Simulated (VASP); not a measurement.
A run of VASP 6.6.1:

File INCAR:

```
SYSTEM = CdSe
PREC = Accurate
ENCUT = 520
EDIFF = 1E-6
ISMEAR = 0
SIGMA = 0.01
LREAL = .FALSE.
LASPH = .TRUE.
NELM = 100
ALGO = Normal
ISIF = 2
LWAVE = .FALSE.
LCHARG = .FALSE.
GGA = PE
IVDW = 13
NBANDS = 16
```

Contents of KPOINTS:

```
regular mesh
0
G
  5 5 5
  0 0 0
```

The input POSCAR:

```
CdSe
1.0
    0.0000000000      3.0574452840      3.0574452840
    3.0574452840      0.0000000000      3.0574452840
    3.0574452840      3.0574452840      0.0000000000
Cd Se
1 1
Direct
    0.0000000000      0.0000000000      0.0000000000
    0.7500000000      0.7500000000      0.7500000000
```

Potentials or basis: VASP PAW PBE potentials, release 64 (Cd, Se).

Command:

```bash
$ cat potpaw_PBE.64/Cd/POTCAR potpaw_PBE.64/Se/POTCAR > POTCAR
$ mpirun -np 1 vasp_std > vasp.out
```

Hardware: 1 thread of AMD EPYC 7R13 (shared host).

How long does it take, and how much memory?

Wall time 13 s on 1 thread of AMD EPYC 7R13 (shared host), peak memory 0.15 GiB. Counts: scf iterations 12, k points 10.
